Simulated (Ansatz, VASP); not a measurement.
MnS: VASP beside Ansatz

The input INCAR:

```
SYSTEM = MnS
PREC     = Accurate       ! precision mode
ENCUT    = 520            ! plane-wave cutoff, eV
EDIFF    = 1E-6           ! SCF threshold, eV
ISMEAR   = -1             ! smearing method
SIGMA    = 0.05           ! smearing width, eV
LREAL    = .FALSE.        ! projectors in reciprocal space
LASPH    = .TRUE.         ! aspherical terms in the spheres
NELM     = 150            ! most SCF steps
ALGO     = Normal         ! electronic algorithm
ISIF     = 2              ! what is computed and relaxed
LWAVE    = .FALSE.        ! write WAVECAR
LCHARG   = .FALSE.        ! write CHGCAR
ISPIN    = 2              ! spin polarisation
MAGMOM   = 5 0            ! initial moments
LORBIT   = 11             ! projections on sites
NUPDOWN  = 5.0            ! fixed moment
LMAXMIX  = 4              ! l up to which the mixer works
GGA      = PE             ! functional
NBANDS   = 20             ! bands
```

The input KPOINTS:

```
regular mesh
0
G
  7 7 7
  0 0 0
```

File POSCAR:

```
MnS
1.0
    0.0000000000      2.6045000000      2.6045000000
    2.6045000000      0.0000000000      2.6045000000
    2.6045000000      2.6045000000      0.0000000000
Mn S
1 1
Direct
    0.0000000000      0.0000000000      0.0000000000
    0.5000000000      0.5000000000      0.5000000000
```

input.yaml

```yaml
crystal:
  lattice:
    - [0.0, 2.6045, 2.6045]
    - [2.6045, 0.0, 2.6045]
    - [2.6045, 2.6045, 0.0]
  atoms:
    - { symbol: Mn, position: [0.0, 0.0, 0.0], spin: 5.0 }
    - { symbol: S, position: [0.5, 0.5, 0.5] }
hamiltonian:
  xc: pbe
  pseudopotentials: { kind: paw }
magnetization:
  spin_polarized: true
  initial_magnetization: 5.0
  spin_locking: { lock_magnetization: hard }
kpoints:
  mp_grid: { grid: [7, 7, 7] }
scf:
  occupations: { method: fermi_dirac, width: 0.05 }
  lower_state_search: "off"
output:
  forces: true
  stress: true
  eigenvalues: true
```

Alike in both runs: task single point; functional PBE; k mesh 7 × 7 × 7; occupations fermi-dirac, width 0.05 eV; collinear spin; fixed moment 5 μB.

|  | VASP | Ansatz |
| --- | --- | --- |
| version | VASP 6.6.1 | Ansatz 0.2.0 |
| potentials or method | VASP PAW PBE potentials, release 64 (Mn_pv, S) | Ansatz PAW |
| plane-wave cutoff (eV) | 520 | 420 |
| valence electrons in the cell | 19 | 21 |

|  | VASP | Ansatz | Ansatz less VASP |
| --- | --- | --- | --- |
| pressure (GPa) | 0.9 | 0.9 | +0.04 |
| net moment per atom (μB) | 2.50 | 2.50 | 0.000 |
| size of the moment on the site where the two differ most (μB) | 0.17 | 0.22 | +0.057 |

Site moments also hang on the region over which each program counts them. VASP's potentials hold 19 valence electrons a cell and Ansatz's 21, so a difference there can come from the potentials and not from the codes.
